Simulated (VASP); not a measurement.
# Zn in VASP: notebook

Runs on Zn. Level: LDA. Tasks: single point.

All numbers are computed with VASP 6.6.1; they aren't measurements. Logs are shortened: lines on timing, memory, paths and dates and some standing lists are left out, and cuts for length are marked.

## 1. The cell of the first run

The cell holds a slab with vacuum, 2 atoms: a = 2.575 Å, b = 2.575 Å, c = 18.357 Å, α = 90.00°, β = 90.00°, γ = 120.00°.

## 2. Single point, LDA

Input file INCAR:

```
SYSTEM = Zn
PREC = Accurate
ENCUT = 400
EDIFF = 1E-6
ISMEAR = -1
SIGMA = 0.1
LREAL = .False.
LASPH = .True.
NELM = 120
ALGO = Normal
ISIF = 2
LWAVE = .False.
LCHARG = .True.
LDIPOL = .True.
IDIPOL = 3
DIPOL = 0.5 0.5 0.500
LELF = .True.
LVHAR = .True.
LVACPOTAV = .True.
NBANDS = 19
GGA_COMPAT = .False.
NELMDL = -8
```

Input file KPOINTS:

```
regular mesh
0
Gamma
  16 16 1
  0 0 0
```

Input file POSCAR:

```
Zn
1.0
    2.5745889075      0.0000000000      0.0000000000
   -1.2872944537      2.2296593982      0.0000000000
    0.0000000000      0.0000000000     18.3568000000
Zn
2
Direct
    0.8333333330      0.1666666670      0.4358063095
    0.1666666670      0.8333333330      0.5641936905
```

Potentials or basis: VASP PAW LDA potentials, release 64 (Zn).

Started as:

```bash
> cat potpaw_LDA.64/Zn/POTCAR > POTCAR
> mpirun -np 1 vasp_std > vasp.out
```

OUTCAR:

```text
SYSTEM = Zn
   PREC = Accurate
   ENCUT = 400
   EDIFF = 1E-6
   ISMEAR = -1
   LREAL = .False.
   LASPH = .True.
   NELM = 120
   ISIF = 2
   NELMDL = -8

 ion  position               nearest neighbor table
   1  0.833  0.167  0.436-   2 2.79   2 2.79   2 2.79
   2  0.167  0.833  0.564-   1 2.79   1 2.79   1 2.79

  LATTYP: Found a hexagonal cell.
 ALAT       =     2.5745889075
 C/A-ratio  =     7.1299926550

  Lattice vectors:

 A1 = (   2.5745889075,   0.0000000000,   0.0000000000)
 A2 = (  -1.2872944537,   2.2296593982,   0.0000000000)
 A3 = (   0.0000000000,   0.0000000000,  18.3568000000)

Analysis of symmetry for initial positions (statically):
=====================================================================
 Subroutine PRICEL returns:
 Original cell was already a primitive cell.

 Routine SETGRP: Setting up the symmetry group for a
 hexagonal supercell.

 Subroutine GETGRP returns: Found 12 space group operations
 (whereof  4 operations were pure point group operations)
 out of a pool of 24 trial point group operations.

The static configuration has the point symmetry C_2h.
 The point group associated with its full space group is D_3d.

Analysis of symmetry for dynamics (positions and initial velocities):
=====================================================================
 Subroutine PRICEL returns:
 Original cell was already a primitive cell.

 Routine SETGRP: Setting up the symmetry group for a
 hexagonal supercell.

 Subroutine GETGRP returns: Found 12 space group operations
 (whereof  4 operations were pure point group operations)
 out of a pool of 24 trial point group operations.

The dynamic configuration has the point symmetry C_2h.
 The point group associated with its full space group is D_3d.

 Subroutine INISYM returns: Found 12 space group operations
 (whereof  4 operations are pure point group operations),
 and found     1 'primitive' translations

----------------------------------------------------------------------------------------

                                     Primitive cell

  volume of cell :     105.3764

  direct lattice vectors                    reciprocal lattice vectors
     2.574588907  0.000000000  0.000000000     0.388411524  0.224249498  0.000000000
    -1.287294454  2.229659398  0.000000000     0.000000000  0.448498995  0.000000000
     0.000000000  0.000000000 18.356800000     0.000000000  0.000000000  0.054475726

  length of vectors
     2.574588907  2.574588907 18.356800000     0.448498995  0.448498995  0.054475726

  position of ions in fractional coordinates (direct lattice)
     0.833333333  0.166666667  0.435806310
     0.166666667  0.833333333  0.564193690

  ion indices of the primitive-cell ions
   primitive index   ion index
                 1           1
                 2           2

----------------------------------------------------------------------------------------

 KPOINTS: regular mesh

Automatic generation of k-mesh.
 Grid dimensions read from file:
 generate k-points for:   16   16    1

 Generating k-lattice:

  Cartesian coordinates                     Fractional coordinates (reciprocal lattice)
     0.024275720  0.014015594  0.000000000     0.062500000 -0.000000000  0.000000000
     0.000000000  0.028031187  0.000000000     0.000000000  0.062500000  0.000000000
     0.000000000  0.000000000  0.054475726     0.000000000  0.000000000  1.000000000

  Length of vectors
     0.028031187  0.028031187  0.054475726

  Shift w.r.t. Gamma in fractional coordinates (k-lattice)
     0.000000000  0.000000000  0.000000000

 Subroutine IBZKPT returns following result:
 ===========================================

 Found     30 irreducible k-points:

 Following reciprocal coordinates:
            Coordinates               Weight
  0.000000  0.000000  0.000000      1.000000
  0.062500  0.000000  0.000000      6.000000
  0.125000  0.000000  0.000000      6.000000
  0.187500  0.000000  0.000000      6.000000
  0.250000  0.000000  0.000000      6.000000
  0.312500  0.000000  0.000000      6.000000
[... 16 lines left out ...]
  0.187500  0.187500  0.000000      6.000000
  0.250000  0.187500  0.000000     12.000000
 [... further k-points ...]
   k-points           NKPTS =     30   k-points in BZ     NKDIM =     30   number of bands    NBANDS=     19
   number of dos      NEDOS =    301   number of ions     NIONS =      2
   total plane-waves  NPLWV =  38880
   dimension x,y,z NGX =    18 NGY =   18 NGZ =  120
   dimension x,y,z NGXF=    36 NGYF=   36 NGZF=  240
   ions per type =               2
   NGX,Y,Z   is equivalent  to a cutoff of  11.62, 11.62, 10.87 a.u.
   NGXF,Y,Z  is equivalent  to a cutoff of  23.25, 23.25, 21.74 a.u.
 SYSTEM =  Zn
   PREC   = accura    normal or accurate (medium, high low for compatibility)
   ISTART =      0    job   : 0-new  1-cont  2-samecut
   ICHARG =      2    charge: 1-file 2-atom 10-const
   ISPIN  =      1    spin polarized calculation?
   LNONCOLLINEAR =      F non collinear calculations
   LSORBIT =      F    spin-orbit coupling
   LASPH  =      T    aspherical Exc in radial PAW
   ENCUT  =  400.0 eV  29.40 Ry    5.42 a.u.   4.20  4.20 29.94*2*pi/ulx,y,z
   NELM   =    120;   NELMIN=  2; NELMDL= -8     # of ELM steps
   EDIFF  = 0.1E-05   stopping-criterion for ELM
   LREAL  =      F    real-space projection
   EDIFFG = 0.1E-04   stopping-criterion for IOM
   NSW    =      0    number of steps for IOM
   IBRION =     -1    ionic relax: 0-MD 1-quasi-New 2-CG
   NFREE  =      0    steps in history (QN), initial steepest desc. (CG)
   ISIF   =      2    stress and relaxation
   ISYM   =      2    0-nonsym 1-usesym 2-fastsym
   POTIM  = 0.5000    time-step for ionic-motion
   TEBEG  =    0.0;   TEEND  =   0.0 temperature during run
   PSTRESS=    0.0 pullay stress
   NELECT =      24.0000    total number of electrons
   NUPDOWN=      -1.0000    fix difference up-down
   EMIN   =  10.00;   EMAX   =-10.00  energy-range for DOS
   EFERMI =   0.00;   METHOD = LEGACY
   ISMEAR =    -1;   SIGMA  =   0.10  broadening in eV -4-tet -1-fermi 0-gaus
   EFERMI_NEDOS =   21; number of points for ismear=-14 and -15
   IALGO  =     38    algorithm
   IMIX   =      4    mixing-type and parameters
     AMIX     =   0.40;   BMIX     =  1.00
     AMIX_MAG =   1.60;   BMIX_MAG =  1.00
  volume/ion in A,a.u.               =      52.69       355.56
  Fermi-wavevector in a.u.,A,eV,Ry     =   0.999764  1.889280 13.599402  0.999528
  Thomas-Fermi vector in A             =   2.132076
   LORBIT       =      0    0 simple, 1 ext, 2 COOP (PROOUT), +10 PAW based schemes
   GGA     = CA    functional components
   LHFCALC =     F    Hartree Fock is set to
   AEXX    =    0.0000 exact exchange contribution
   IVDW    =     0    specifies the selected vdW correction
   LEPSILON=     F    determine dielectric tensor
   LRPA    =     F    only Hartree local field effects (RPA)
 non-spin polarized calculation
  energy-cutoff  :      400.00
  volume of cell :      105.38
 maximum number of plane-waves:      1934
 NGX is ok and might be reduce to    18
   NGX =  9   NGY =  9   NGZ = 59

 dipolmoment           0.000000      0.000000      0.000000 electrons x Angstroem

 number of electron      24.0000036 magnetization

 dipolmoment           0.000000      0.000000     -0.000000 electrons x Angstroem

 Free energy of the ion-electron system (eV)
  ---------------------------------------------------
  ext. energy  EPLUGINS =         0.00000000
  ---------------------------------------------------
  free energy    TOTEN  =        -3.31156928 eV

  energy without entropy =       -3.28963678  energy(sigma->0) =       -3.30060303

 E-fermi :  -2.5224     XC(G=0):  -4.2219

 val. band max:       -2.5258568794   @ k =   0.1250   0.1250   0.0000
 cond. band min:      -2.4822734361   @ k =   0.3750   0.2500   0.0000
 fundamental gap:      0.0435834433
 Fermi energy:        -2.5223783886

 k-point     1 :       0.0000    0.0000    0.0000
  band No.  band energies     occupation
      1     -12.5280      2.00000
      2     -11.3465      2.00000
      3     -10.3725      2.00000
      4     -10.1693      2.00000
      5     -10.1693      2.00000
      6     -10.1392      2.00000
[... 11 lines left out ...]
     18       5.2777      0.00000
     19       5.5743      0.00000

 k-point     2 :       0.0625    0.0000    0.0000
  band No.  band energies     occupation
      1     -12.4079      2.00000
      2     -11.2743      2.00000
      3     -10.3670      2.00000
      4     -10.1875      2.00000
      5     -10.1565      2.00000
      6     -10.1374      2.00000
[... 11 lines left out ...]
     18       5.3975      0.00000
     19       5.6902      0.00000

 k-point     3 :       0.1250    0.0000    0.0000
  band No.  band energies     occupation
      1     -12.0598      2.00000
      2     -11.0824      2.00000
      3     -10.3572      2.00000
      4     -10.2363      2.00000
      5     -10.1912      2.00000
      6     -10.0462      2.00000
[... 11 lines left out ...]
     18       5.7553      0.00000
     19       6.0369      0.00000

 k-point     4 :       0.1875    0.0000    0.0000
  band No.  band energies     occupation
      1     -11.5463      2.00000
      2     -10.8604      2.00000
      3     -10.3619      2.00000
      4     -10.2940      2.00000
      5     -10.1685      2.00000
      6      -9.9105      2.00000
[... 407 lines left out ...]
     18       8.1138      0.00000
     19       8.2517      0.00000

 k-point    23 :       0.1875    0.1875    0.0000
  band No.  band energies     occupation
      1     -10.6693      2.00000
      2     -10.4956      2.00000
      3     -10.4856      2.00000
      4     -10.2818      2.00000
      5     -10.1843      2.00000
      6     -10.1436      2.00000
[... 11 lines left out ...]
     18       6.0211      0.00000
     19       6.0302      0.00000

 k-point    24 :       0.2500    0.1875    0.0000
  band No.  band energies     occupation
      1     -10.6470      2.00000
      2     -10.5601      2.00000
      3     -10.5068      2.00000
      4     -10.2498      2.00000
      5     -10.1000      2.00000
      6      -9.9941      2.00000
[... 11 lines left out ...]
     18       6.1056      0.00000
     19       7.1119      0.00000

 [... further k-points ...]

------------------------ aborting loop because EDIFF is reached ----------------------------------------

  FORCE on cell =-STRESS in cart. coord.  units (eV):
  Direction    XX          YY          ZZ          XY          YZ          ZX
  --------------------------------------------------------------------------------------
  -------------------------------------------------------------------------------------
  Total       -1.6559578     -1.6559578      0.3495281     -0.0000000      0.0000000     -0.0000000
  in kB      -25.1777224    -25.1777224      5.3143398     -0.0000000      0.0000000     -0.0000000
  external PRESSURE =     -15.0137016 kB  Pullay stress =       0.0000000 kB

 VOLUME and BASIS-vectors are now :
 -----------------------------------------------------------------------------
  energy-cutoff  :      400.00
  volume of cell :      105.38
      direct lattice vectors                 reciprocal lattice vectors
     2.574588907  0.000000000  0.000000000     0.388411524  0.224249498  0.000000000
    -1.287294454  2.229659398  0.000000000     0.000000000  0.448498995  0.000000000
     0.000000000  0.000000000 18.356800000     0.000000000  0.000000000  0.054475726

 POSITION                                       TOTAL-FORCE (eV/Angst)
 -----------------------------------------------------------------------------------
      1.93094      0.37161      8.00001         0.000000     -0.000000     -0.198333
     -0.64365      1.85805     10.35679        -0.000000      0.000000      0.198333
 -----------------------------------------------------------------------------------
    total drift:                               -0.000000      0.000000     -0.000000

  FREE ENERGIE OF THE ION-ELECTRON SYSTEM (eV)
  ---------------------------------------------------
  free  energy   TOTEN  =        -3.3115692781 eV

  energy  without entropy=       -3.2896367846  energy(sigma->0) =       -3.30060303

 vacuum level on the upper side and lower side of the slab         2.124         2.124
```

Run time: 70 s. Hardware: 1 thread of Intel Xeon 8259CL, shared host; peak memory 0.17 GiB.

What came out:

* Free energy: -3.3116 eV
* Largest force: 0.198 eV/Å
* Band gap on the k mesh: zero (bands 12 and 13 overlap by 3.57 eV)

Forces in eV/Å, atoms in the order of the input:
```
Zn   0.000  0.000 -0.198
Zn   0.000  0.000  0.198
```

Levels at points of the mesh, in eV from the Fermi level:
| k point | band 10 | band 11 | band 12 | band 13 | band 14 | band 15 |
| --- | --- | --- | --- | --- | --- | --- |
| (0.00, 0.00, 0.00) | -7.00 | -7.00 | -5.58 | -1.78 | 2.93 | 4.23 |
| (0.50, 0.00, 0.00) | -6.72 | -1.94 | -1.35 | 1.53 | 2.34 | 5.72 |

(Part 1 of 2 ends here.)
